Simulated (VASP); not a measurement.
# Sn2Ge (I4_1/amd) in VASP: notebook

Runs on Sn2Ge. Level: PBE. Tasks: single point.

All numbers are computed with VASP 6.6.1; they aren't measurements. Logs are shortened: lines on timing, memory, paths and dates and some standing lists are left out, and cuts for length are marked.

## (1) The cell of the first run

It takes space group I4_1/amd (No. 141, tetragonal). Conventional cell: a = 4.143 Å, b = 4.143 Å, c = 17.577 Å, α = 90.00°, β = 90.00°, γ = 90.00°. Within 3.3 Å of Sn (site symmetry 2mm) lie 2 Ge at 2.54 Å and 2 Sn at 2.54 Å. Within 3.3 Å of Ge (site symmetry -4m2) lie 4 Sn at 2.54 Å.

## (2) Single point, PBE

INCAR

```
  ALGO = Fast
  EDIFF = 1E-6
  ENCUT = 520
  GGA = PE
  ISIF = 2
  ISMEAR = 0
  LASPH = True
  LCHARG = False
  LREAL = False
  LWAVE = False
  NBANDS = 51
  NELM = 60
  PREC = Accurate
  SIGMA = 0.1
```

KPOINTS

```
k-points
0
Gamma
  6 6 6
```

POSCAR

```
Sn2Ge
1.0
   -2.0715135200      2.0715135200      8.7886875400
    2.0715135200     -2.0715135200      8.7886875400
    2.0715135200      2.0715135200     -8.7886875400
Sn Ge
4 2
Direct
    0.6666666700      0.6666666700      0.0000000000
    0.3333333300      0.3333333300      0.0000000000
    0.0833333300      0.5833333300      0.5000000000
    0.4166666700      0.9166666700      0.5000000000
    0.0000000000      0.0000000000      0.0000000000
    0.7500000000      0.2500000000      0.5000000000
```

Potentials or basis: VASP PAW PBE potentials, release 64 (Sn_d, Ge_d).

Command:

```console
> cat potpaw_PBE.64/Sn_d/POTCAR potpaw_PBE.64/Ge_d/POTCAR > POTCAR
> mpirun -np 1 vasp_std > vasp.out
```

OUTCAR:

```text
EDIFF = 1E-6
   ENCUT = 520
   GGA = PE
   ISIF = 2
   ISMEAR = 0
   LASPH = True
   LREAL = False
   NELM = 60
   PREC = Accurate

 ion  position               nearest neighbor table
   1  0.667  0.667  0.000-   6 2.54   6 2.54   3 2.54   3 2.54
   2  0.333  0.333  0.000-   6 2.54   6 2.54   4 2.54   4 2.54
   3  0.083  0.583  0.500-   5 2.54   5 2.54   1 2.54   1 2.54
   4  0.417  0.917  0.500-   5 2.54   5 2.54   2 2.54   2 2.54
   5  0.000  0.000  0.000-   3 2.54   4 2.54   3 2.54   4 2.54
   6  0.750  0.250  0.500-   2 2.54   1 2.54   2 2.54   1 2.54

  LATTYP: Found a body centered tetragonal cell.
 ALAT       =     4.1430270400
 C/A-ratio  =     4.2426406853

  Lattice vectors:

 A1 = (  -2.0715135200,   2.0715135200,   8.7886875400)
 A2 = (   2.0715135200,  -2.0715135200,   8.7886875400)
 A3 = (   2.0715135200,   2.0715135200,  -8.7886875400)

Analysis of symmetry for initial positions (statically):
=====================================================================
 Subroutine PRICEL returns:
 Original cell was already a primitive cell.

 Routine SETGRP: Setting up the symmetry group for a
 body centered tetragonal supercell.

 Subroutine GETGRP returns: Found 16 space group operations
 (whereof  8 operations were pure point group operations)
 out of a pool of 16 trial point group operations.

The static configuration has the point symmetry D_2d.
 The point group associated with its full space group is D_4h.

Analysis of symmetry for dynamics (positions and initial velocities):
=====================================================================
 Subroutine PRICEL returns:
 Original cell was already a primitive cell.

 Routine SETGRP: Setting up the symmetry group for a
 body centered tetragonal supercell.

 Subroutine GETGRP returns: Found 16 space group operations
 (whereof  8 operations were pure point group operations)
 out of a pool of 16 trial point group operations.

The dynamic configuration has the point symmetry D_2d.
 The point group associated with its full space group is D_4h.

 Subroutine INISYM returns: Found 16 space group operations
 (whereof  8 operations are pure point group operations),
 and found     1 'primitive' translations

----------------------------------------------------------------------------------------

                                     Primitive cell

  volume of cell :     150.8549

  direct lattice vectors                    reciprocal lattice vectors
    -2.071513520  2.071513520  8.788687540     0.000000000  0.241369412  0.056891316
     2.071513520 -2.071513520  8.788687540     0.241369412  0.000000000  0.056891316
     2.071513520  2.071513520 -8.788687540     0.241369412  0.241369412  0.000000000

  length of vectors
     9.264090090  9.264090090  9.264090090     0.247983497  0.247983497  0.341347896

  position of ions in fractional coordinates (direct lattice)
     0.666666670  0.666666670  0.000000000
     0.333333330  0.333333330  0.000000000
     0.083333330  0.583333330  0.500000000
     0.416666670  0.916666670  0.500000000
     0.000000000  0.000000000  0.000000000
     0.750000000  0.250000000  0.500000000

  ion indices of the primitive-cell ions
   primitive index   ion index
                 1           1
                 2           2
                 3           3
                 4           4
                 5           5
                 6           6

----------------------------------------------------------------------------------------

 KPOINTS: k-points

Automatic generation of k-mesh.
 Grid dimensions read from file:
 generate k-points for:    6    6    6

 Generating k-lattice:

  Cartesian coordinates                     Fractional coordinates (reciprocal lattice)
     0.000000000  0.040228235  0.009481886     0.166666667  0.000000000  0.000000000
     0.040228235  0.000000000  0.009481886     0.000000000  0.166666667  0.000000000
     0.040228235  0.040228235  0.000000000     0.000000000  0.000000000  0.166666667

  Length of vectors
     0.041330583  0.041330583  0.056891316

  Shift w.r.t. Gamma in fractional coordinates (k-lattice)
     0.000000000  0.000000000  0.000000000

 Subroutine IBZKPT returns following result:
 ===========================================

 Found     30 irreducible k-points:

 Following reciprocal coordinates:
            Coordinates               Weight
  0.000000  0.000000  0.000000      1.000000
  0.166667 -0.000000  0.000000      8.000000
  0.333333  0.000000 -0.000000      8.000000
  0.500000  0.000000 -0.000000      4.000000
  0.166667  0.166667  0.000000      8.000000
  0.333333  0.166667  0.000000     16.000000
[... 16 lines left out ...]
 -0.333333 -0.333333  0.166667      8.000000
 -0.166667 -0.333333  0.166667      8.000000
 [... further k-points ...]
   k-points           NKPTS =     30   k-points in BZ     NKDIM =     30   number of bands    NBANDS=     51
   number of dos      NEDOS =    301   number of ions     NIONS =      6
   total plane-waves  NPLWV = 343000
   dimension x,y,z NGX =    70 NGY =   70 NGZ =   70
   dimension x,y,z NGXF=   140 NGYF=  140 NGZF=  140
   ions per type =               4   2
   NGX,Y,Z   is equivalent  to a cutoff of  12.56, 12.56, 12.56 a.u.
   NGXF,Y,Z  is equivalent  to a cutoff of  25.12, 25.12, 25.12 a.u.
 SYSTEM =  unknown system
   PREC   = accura    normal or accurate (medium, high low for compatibility)
   ISTART =      0    job   : 0-new  1-cont  2-samecut
   ICHARG =      2    charge: 1-file 2-atom 10-const
   ISPIN  =      1    spin polarized calculation?
   LNONCOLLINEAR =      F non collinear calculations
   LSORBIT =      F    spin-orbit coupling
   LASPH  =      T    aspherical Exc in radial PAW
   ENCUT  =  520.0 eV  38.22 Ry    6.18 a.u.  17.23 17.23 17.23*2*pi/ulx,y,z
   NELM   =     60;   NELMIN=  2; NELMDL= -5     # of ELM steps
   EDIFF  = 0.1E-05   stopping-criterion for ELM
   LREAL  =      F    real-space projection
   EDIFFG = 0.1E-04   stopping-criterion for IOM
   NSW    =      0    number of steps for IOM
   IBRION =     -1    ionic relax: 0-MD 1-quasi-New 2-CG
   NFREE  =      0    steps in history (QN), initial steepest desc. (CG)
   ISIF   =      2    stress and relaxation
   ISYM   =      2    0-nonsym 1-usesym 2-fastsym
   POTIM  = 0.5000    time-step for ionic-motion
   TEBEG  =    0.0;   TEEND  =   0.0 temperature during run
   PSTRESS=    0.0 pullay stress
   NELECT =      84.0000    total number of electrons
   NUPDOWN=      -1.0000    fix difference up-down
   EMIN   =  10.00;   EMAX   =-10.00  energy-range for DOS
   EFERMI =   0.00;   METHOD = LEGACY
   ISMEAR =     0;   SIGMA  =   0.10  broadening in eV -4-tet -1-fermi 0-gaus
   EFERMI_NEDOS =   21; number of points for ismear=-14 and -15
   IALGO  =     68    algorithm
   IMIX   =      4    mixing-type and parameters
     AMIX     =   0.40;   BMIX     =  1.00
     AMIX_MAG =   1.60;   BMIX_MAG =  1.00
  volume/ion in A,a.u.               =      25.14       169.67
  Fermi-wavevector in a.u.,A,eV,Ry     =   1.346836  2.545151 24.680525  1.813967
  Thomas-Fermi vector in A             =   2.474636
   LORBIT       =      0    0 simple, 1 ext, 2 COOP (PROOUT), +10 PAW based schemes
   GGA     = PE    functional components
   LHFCALC =     F    Hartree Fock is set to
   AEXX    =    0.0000 exact exchange contribution
   IVDW    =     0    specifies the selected vdW correction
   LEPSILON=     F    determine dielectric tensor
   LRPA    =     F    only Hartree local field effects (RPA)
 non-spin polarized calculation
 RMM-DIIS sequential band-by-band and
 Gauss-broadening in eV      SIGMA  =   0.10
  energy-cutoff  :      520.00
  volume of cell :      150.85
 maximum number of plane-waves:      4084
 NGX is ok and might be reduce to    70
   NGX = 35   NGY = 35   NGZ = 35

 number of electron      83.9999985 magnetization

 Free energy of the ion-electron system (eV)
  ---------------------------------------------------
  ext. energy  EPLUGINS =         0.00000000
  ---------------------------------------------------
  free energy    TOTEN  =       -21.87833761 eV

  energy without entropy =      -21.87729974  energy(sigma->0) =      -21.87781867

 E-fermi :   7.7401     XC(G=0): -10.0241

 val. band max:        7.6672064727   @ k =   0.0000   0.0000   0.0000
 cond. band min:       7.7499256149   @ k =   0.0000   0.0000   0.0000
 fundamental gap:      0.0827191422
 Fermi energy:         7.7400998161

 k-point     1 :       0.0000    0.0000    0.0000
  band No.  band energies     occupation
      1     -17.2601      2.00000
      2     -17.2601      2.00000
      3     -17.2598      2.00000
      4     -17.2598      2.00000
      5     -17.2563      2.00000
      6     -17.2557      2.00000
[... 43 lines left out ...]
     50       9.9721      0.00000
     51      13.0670      0.00000

 k-point     2 :       0.1667   -0.0000    0.0000
  band No.  band energies     occupation
      1     -17.2612      2.00000
      2     -17.2610      2.00000
      3     -17.2604      2.00000
      4     -17.2601      2.00000
      5     -17.2553      2.00000
      6     -17.2551      2.00000
[... 43 lines left out ...]
     50      11.6569      0.00000
     51      12.7478      0.00000

 k-point     3 :       0.3333    0.0000   -0.0000
  band No.  band energies     occupation
      1     -17.2611      2.00000
      2     -17.2610      2.00000
      3     -17.2605      2.00000
      4     -17.2605      2.00000
      5     -17.2557      2.00000
      6     -17.2553      2.00000
[... 43 lines left out ...]
     50      12.2737      0.00000
     51      12.8587      0.00000
[... 1027 lines left out ...]
 k-point    23 :      -0.3333   -0.3333    0.1667
  band No.  band energies     occupation
      1     -17.2620      2.00000
      2     -17.2619      2.00000
      3     -17.2606      2.00000
      4     -17.2603      2.00000
      5     -17.2546      2.00000
      6     -17.2546      2.00000
[... 43 lines left out ...]
     50      12.1921      0.00000
     51      12.3453      0.00000

 k-point    24 :      -0.1667   -0.3333    0.1667
  band No.  band energies     occupation
      1     -17.2613      2.00000
      2     -17.2609      2.00000
      3     -17.2604      2.00000
      4     -17.2601      2.00000
      5     -17.2553      2.00000
      6     -17.2551      2.00000
[... 43 lines left out ...]
     50      12.0599      0.00000
     51      12.1898      0.00000

 [... further k-points ...]

------------------------ aborting loop because EDIFF is reached ----------------------------------------

  FORCE on cell =-STRESS in cart. coord.  units (eV):
  Direction    XX          YY          ZZ          XY          YZ          ZX
  --------------------------------------------------------------------------------------
  -------------------------------------------------------------------------------------
  Total       18.7038425     18.7038425     18.0414522      0.0000000     -0.0000000      0.0000000
  in kB      198.6469307    198.6469307    191.6119162      0.0000000     -0.0000000      0.0000000
  external PRESSURE =     196.3019259 kB  Pullay stress =       0.0000000 kB

 VOLUME and BASIS-vectors are now :
 -----------------------------------------------------------------------------
  energy-cutoff  :      520.00
  volume of cell :      150.85
      direct lattice vectors                 reciprocal lattice vectors
    -2.071513520  2.071513520  8.788687540     0.000000000  0.241369412  0.056891316
     2.071513520 -2.071513520  8.788687540     0.241369412  0.000000000  0.056891316
     2.071513520  2.071513520 -8.788687540     0.241369412  0.241369412  0.000000000

 POSITION                                       TOTAL-FORCE (eV/Angst)
 -----------------------------------------------------------------------------------
      0.00000      0.00000     11.71825        -0.000000      0.000000      1.930303
      0.00000      0.00000      5.85912        -0.000000      0.000000     -1.930303
      2.07151      0.00000      1.46478         0.000000     -0.000000     -1.930303
      2.07151      0.00000      7.32391         0.000000     -0.000000      1.930303
      0.00000      0.00000      0.00000        -0.000000     -0.000000     -0.000000
      0.00000      2.07151      4.39434        -0.000000     -0.000000      0.000000
 -----------------------------------------------------------------------------------
    total drift:                               -0.000000      0.000000      0.000000

  FREE ENERGIE OF THE ION-ELECTRON SYSTEM (eV)
  ---------------------------------------------------
  free  energy   TOTEN  =       -21.8783376088 eV

  energy  without entropy=      -21.8772997379  energy(sigma->0) =      -21.87781867
```

It took 57 min on 1 thread of AMD EPYC 7R13, shared host; peak memory 0.76 GiB.

What came out:

```yaml
Free_energy: -21.8783 eV
Pressure: 19.6 GPa
Largest_force: 1.930 eV/Å
Band_gap_on_the_k_mesh: zero (filled and empty bands touch)
```

Forces in eV/Å, atoms in the order of the input:
```
Sn   0.000  0.000  1.930
Sn   0.000  0.000 -1.930
Sn   0.000  0.000 -1.930
Sn   0.000  0.000  1.930
Ge   0.000  0.000  0.000
Ge   0.000  0.000  0.000
```

Stress tensor (GPa, compression positive):
```
19.86  0.00  0.00
 0.00 19.86  0.00
 0.00  0.00 19.16
```

Caveat: the cell stands under pressure; semilocal functionals underestimate gaps, and a narrow one can read as zero; spin-orbit coupling is left out, which moves the levels of the heavy elements; forces of over 1 eV/Å act on the atoms, so gaps and moduli don't describe the material at rest.

## (3) Single point, PBE

This run uses another cell than the first one, of 32.29 Å³/atom.

INCAR

```
SYSTEM = Sn2Ge
  PREC = Accurate
  ENCUT = 520
  EDIFF = 1E-6
  ISMEAR = 0
  SIGMA = 0.1
  LREAL = .False.
  LASPH = .True.
  NELM = 80
  ALGO = Fast
  ISIF = 2
  LWAVE = .False.
  LCHARG = .False.
  GGA = PE
  NBANDS = 51
```

KPOINTS

```
regular mesh
0
Gamma
  6 6 6
  0 0 0
```

POSCAR

```
Sn2Ge
1.0
   -2.2520546588      2.2520546588      9.5488630760
    2.2520546588     -2.2520546588      9.5488630760
    2.2520546588      2.2520546588     -9.5488630760
Sn Ge
4 2
Direct
    0.6704868306      0.6704868306      0.0000000000
    0.3295131694      0.3295131694      0.0000000000
    0.0795131694      0.5795131694      0.5000000000
    0.4204868306      0.9204868306      0.5000000000
    0.0000000000      0.0000000000      0.0000000000
    0.7500000000      0.2500000000      0.5000000000
```

Potentials or basis: VASP PAW PBE potentials, release 64 (Sn_d, Ge_d).

Command:

```console
> cat potpaw_PBE.64/Sn_d/POTCAR potpaw_PBE.64/Ge_d/POTCAR > POTCAR
> mpirun -np 1 vasp_std > vasp.out
```

Wall time 49 min (1 thread of AMD EPYC 7R13, shared host); peak memory 1.1 GiB.

Results (log left out):

- Free energy: -24.1611 eV
- Pressure: 0.0 GPa
- Largest force: 0.003 eV/Å
- Band gap on the k mesh: zero (bands 42 and 43 overlap by 0.38 eV)

Forces in eV/Å, atoms in the order of the input:
```
Sn   0.000  0.000  0.003
Sn   0.000  0.000 -0.003
Sn   0.000  0.000 -0.003
Sn   0.000  0.000  0.003
Ge   0.000  0.000  0.000
Ge   0.000  0.000  0.000
```

Levels at points of the mesh, in eV from the Fermi level:
```csv
k point,band 38,band 39,band 40,band 41,band 42,band 43,band 44,band 45,band 46,band 47
"(0.00, 0.00, 0.00)",-1.97,-1.97,-1.21,0.11,0.17,0.17,0.81,0.99,1.47,1.75
"(0.50, 0.00, 0.00)",-2.48,-1.33,-1.30,-1.05,-0.69,-0.16,1.04,1.58,3.33,3.39
"(0.50, 0.50, 0.00)",-2.85,-2.81,-2.81,-2.37,-2.37,0.90,0.90,2.28,2.28,2.49
"(0.50, 0.50, 0.50)",-2.41,-1.25,-1.25,-0.57,-0.57,0.82,0.82,1.28,1.28,2.21
```

Caveat: semilocal functionals underestimate gaps, and a narrow one can read as zero; spin-orbit coupling is left out, which moves the levels of the heavy elements.

The gap in the log of VASP goes by the Fermi energy; the results here count the filled bands.